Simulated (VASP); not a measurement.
A run of VASP 6.6.1:

INCAR

```
SYSTEM = GaAs
  PREC = Accurate
  ENCUT = 520
  EDIFF = 1E-8
  ISMEAR = 0
  SIGMA = 0.01
  LREAL = .False.
  LASPH = .True.
  NELM = 80
  ALGO = Normal
  ISIF = 2
  LWAVE = .False.
  LCHARG = .False.
  IBRION = 8
  NSW = 1
  LEPSILON = .True.
```

File KPOINTS:

```
Automatic mesh
0
Gamma
  12 12 12
  0 0 0
```

Contents of POSCAR:

```
GaAs
1.0
    0.0000000000      2.7291895173      2.7291895173
    2.7291895173      0.0000000000      2.7291895173
    2.7291895173      2.7291895173      0.0000000000
Ga As
1 1
Direct
    0.0000000000      0.0000000000      0.0000000000
    0.7500000000      0.7500000000      0.7500000000
```

Potentials or basis: VASP PAW LDA potentials, release 64 (Ga_d, As).

Run with:

```sh
$ cat potpaw_LDA.64/Ga_d/POTCAR potpaw_LDA.64/As/POTCAR > POTCAR
$ mpirun -np 1 vasp_std > vasp.out
```

Hardware: 1 thread of Intel(R) Xeon(R) Platinum 8259CL CPU @ 2.50GHz (Skylake/Cascade Lake), on a shared host.

Question: How long does it take, and how much memory?

Answer: Run time: 24 min on 1 thread of Intel(R) Xeon(R) Platinum 8259CL CPU @ 2.50GHz (Skylake/Cascade Lake), with other jobs on the host, peak memory 0.47 GiB. Counts: scf iterations 161, k points 72.
